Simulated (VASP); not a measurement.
Input of a VASP 6.6.1 run:

Contents of INCAR:

```
ALGO     = Normal         # electronic algorithm
EDIFF    = 1E-6           # SCF threshold, eV
ENCUT    = 520            # plane-wave cutoff, eV
GGA      = PE             # functional
ISIF     = 2              # what is computed and relaxed
ISMEAR   = 0              # smearing method
LASPH    = True           # aspherical terms in the spheres
LCHARG   = False          # write CHGCAR
LREAL    = False          # projectors in reciprocal space
LWAVE    = False          # write WAVECAR
NBANDS   = 61             # bands
NELM     = 100            # most SCF steps
PREC     = Accurate       # precision mode
SIGMA    = 0.1            # smearing width, eV
```

KPOINTS

```
k-points
0
Gamma
  6 6 1
```

POSCAR

```
MgCd5O6
1.0
    3.3034984875      0.0000000027      0.0000000000
   -1.6517492461      2.8609136102      0.0000000000
    0.0000000000      0.0000000000     16.3960476686
Mg Cd O
1 5 6
Direct
    0.0000000000      0.0000000000      0.5000000000
    0.6666666667      0.3333333333      0.6572988481
    0.3333333333      0.6666666667      0.3427011519
    0.6666666667      0.3333333333      0.1713771268
    0.0000000000      0.0000000000      0.0000000000
    0.3333333333      0.6666666667      0.8286228732
    0.3333333333      0.6666666667      0.5691580355
    0.6666666667      0.3333333333      0.4308419645
    0.0000000000      0.0000000000      0.2570845669
    0.3333333333      0.6666666667      0.0856637391
    0.6666666667      0.3333333333      0.9143362609
    0.0000000000      0.0000000000      0.7429154331
```

Potentials or basis: VASP PAW PBE potentials, release 64 (Mg, Cd, O).

The run is started by

```sh
$ cat potpaw_PBE.64/Mg/POTCAR potpaw_PBE.64/Cd/POTCAR potpaw_PBE.64/O/POTCAR > POTCAR
$ mpirun -np 1 vasp_std > vasp.out
```

(1) Predict the largest force.

(2) Predict the pressure.

(3) Predict the band gap on the k mesh.

## Answers

(1) 0.088 eV/Å.

(2) 1.0 GPa.

(3) zero (filled and empty bands touch).

Caveat: the k points lie up to 0.38 Å⁻¹ apart.
